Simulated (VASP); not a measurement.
The system is CoSi.

```xyz
8
Lattice="4.4380 0.0000 0.0000 0.0000 4.4380 0.0000 0.0000 0.0000 4.4380" Properties=species:S:1:pos:R:3 pbc="T T T"
Co    0.6213    0.6213    0.6213
Co    1.5977    3.8167    2.8403
Co    2.8403    1.5977    3.8167
Co    3.8167    2.8403    1.5977
Si    3.7412    3.7412    3.7412
Si    2.9158    0.6968    1.5222
Si    1.5222    2.9158    0.6968
Si    0.6968    1.5222    2.9158
```

| Property | Result |
| --- | --- |
| Program | VASP 6.6.1 |
| Task | relaxation of cell and atoms |
| Functional | PBE |
| Potentials or basis | VASP PAW PBE potentials, release 64 (Co, Si) |
| Cutoff | 600 eV |
| k mesh | 8 × 8 × 8 |
| Occupations | gaussian, width 0.05 eV |
| Spin | no spin polarisation |

At the start: pressure -0.4 GPa; volume 10.93 Å³/atom.

Where does the relaxation end?

Over 7 steps the energy falls by 2.8 meV/atom and the volume is 10.86 Å³/atom (-0.6 %); space group P2_13 (No. 198, to 0.05 Å).

The path:
```
step  energy change (eV)  largest force (eV/Å)  pressure (GPa)  volume (Å³)
   1              0.0000                0.2717           -0.42        87.41
   2             -0.0124                0.1877            0.20        87.05
   3             -0.0192                0.0789            1.17        86.54
   4             -0.0180                0.0637           -1.68        87.55
   5             -0.0218                0.0540           -0.14        87.00
   6             -0.0223                0.0123           -0.01        86.92
   7             -0.0223                0.0027            0.02        86.91
```

Final structure:
```cif
data_structure
_symmetry_space_group_name_H-M 'P 1'
_symmetry_Int_Tables_number 1
_cell_length_a 4.4295
_cell_length_b 4.4295
_cell_length_c 4.4295
_cell_angle_alpha 90.000
_cell_angle_beta 90.000
_cell_angle_gamma 90.000
_cell_volume 86.91
loop_
_atom_site_label
_atom_site_type_symbol
_atom_site_fract_x
_atom_site_fract_y
_atom_site_fract_z
_atom_site_occupancy
Co1 Co 0.14512 0.14512 0.14512 1
Co2 Co 0.35488 0.85488 0.64512 1
Co3 Co 0.64512 0.35488 0.85488 1
Co4 Co 0.85488 0.64512 0.35488 1
Si1 Si 0.84319 0.84319 0.84319 1
Si2 Si 0.65681 0.15681 0.34319 1
Si3 Si 0.34319 0.65681 0.15681 1
Si4 Si 0.15681 0.34319 0.65681 1
```
